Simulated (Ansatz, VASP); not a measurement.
# Si5Ge: VASP beside Ansatz

```
Si Ge
1.0
     0.00000    3.62890    3.62890
     3.62890    0.00000    3.62890
     3.62890    3.62890    0.00000
Si Ge
5 1
Direct
  0.25000 0.25000 0.25000
  0.62480 0.12560 0.62480
  0.62480 0.62480 0.12560
  0.62480 0.62480 0.62480
  0.12560 0.62480 0.62480
  0.00000 0.00000 0.00000
```

Change from the starting cell: species swapped into the Be5Pt type (F-43m, No. 216).

Alike in both runs: functional PBE; k mesh 10 × 10 × 10; occupations gaussian, width 0.1 eV; no spin polarisation.

Ansatz relaxed the structure, and its values are those at the end. VASP's run is a single point on that final structure, the one shown.

```csv
,VASP,Ansatz
version,VASP 6.6.1,Ansatz 0.2.0
potentials or method,"VASP PAW PBE potentials, release 64 (Si, Ge_d), cutoff 520 eV","scalar-relativistic, plane waves, PAW"
valence electrons in the cell,34,34
```

|  | VASP | Ansatz | Ansatz less VASP |
| --- | --- | --- | --- |
| gap on the k mesh at the Fermi level (eV) | none | none | - |
| pressure (GPa) | 0.0 | 0.0 | +0.05 |

A gap of «none» marks a metal or a gap that the smearing closes. With one functional, cell and mesh, what is left measures potentials, basis and numerics.
